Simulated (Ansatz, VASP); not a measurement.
One calculation of W, two programs

```
W
1.0
     0.00000    1.98832    1.98832
     1.98832    0.00000    1.98832
     1.98832    1.98832    0.00000
W
1
Direct
  0.00000 0.00000 0.00000
```

Alike in both runs: functional LDA; k mesh 18 × 18 × 18; occupations fermi-dirac, width 0.05 eV; non-collinear spin, spin-orbit coupling.

Ansatz relaxed the structure, and its values are those at the end. VASP's run is a single point on that final structure, the one shown.

|  | VASP | Ansatz |
| --- | --- | --- |
| version | VASP 6.6.1 | Ansatz 0.2.0 |
| potentials or method | VASP PAW LDA potentials, release 64 (W_sv), cutoff 520 eV | all-electron LAPW |

|  | VASP | Ansatz | Ansatz less VASP |
| --- | --- | --- | --- |
| pressure (GPa) | 2.0 | 0.0 | -1.96 |
| net moment per atom (μB) | 0.00 | 0.00 | 0.000 |

LDA's correlation is that of Perdew and Zunger in VASP and of Perdew and Wang (1992) in Ansatz. Ansatz ran all-electron here, and VASP with PAW potentials.
